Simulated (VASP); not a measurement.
Fe:

```
CELL_PARAMETERS angstrom
0.00000 1.75523 1.75523
1.75523 0.00000 1.75523
1.75523 1.75523 0.00000
ATOMIC_POSITIONS crystal
Fe 0.00000 0.00000 0.00000
```

| Property | Result |
| --- | --- |
| Program | VASP 6.6.1 |
| Task | relaxation of cell and atoms |
| Functional | PBE |
| Potentials or basis | VASP PAW PBE potentials, release 64 (Fe) |
| Cutoff | 600 eV |
| k mesh | 9 × 9 × 9 |
| Occupations | fermi-dirac, width 0.0577 eV |
| Spin | no spin polarisation |

At the start: pressure -13.9 GPa; volume 10.82 Å³/atom.

Task: Where does the relaxation end?

Result: Over 4 steps the energy falls by 26.8 meV/atom and the volume is 10.23 Å³/atom (-5.4 %); space group Fm-3m (No. 225, to 0.05 Å).

Step by step:
| step | energy change (eV) | largest force (eV/Å) | pressure (GPa) | volume (Å³) |
| --- | --- | --- | --- | --- |
| 1 | 0.0000 | 0.0000 | -13.91 | 10.82 |
| 2 | 0.0413 | 0.0000 | 28.90 | 9.41 |
| 3 | -0.0268 | 0.0000 | -0.33 | 10.24 |
| 4 | -0.0268 | 0.0000 | -0.03 | 10.23 |

Final structure:
```cif
data_structure
_symmetry_space_group_name_H-M 'P 1'
_symmetry_Int_Tables_number 1
_cell_length_a 2.4367
_cell_length_b 2.4367
_cell_length_c 2.4367
_cell_angle_alpha 60.000
_cell_angle_beta 60.000
_cell_angle_gamma 60.000
_cell_volume 10.23
loop_
_atom_site_label
_atom_site_type_symbol
_atom_site_fract_x
_atom_site_fract_y
_atom_site_fract_z
_atom_site_occupancy
Fe1 Fe 0.00000 0.00000 0.00000 1
```

Caveat: the run has no spin polarisation, though such a crystal can be magnetic.
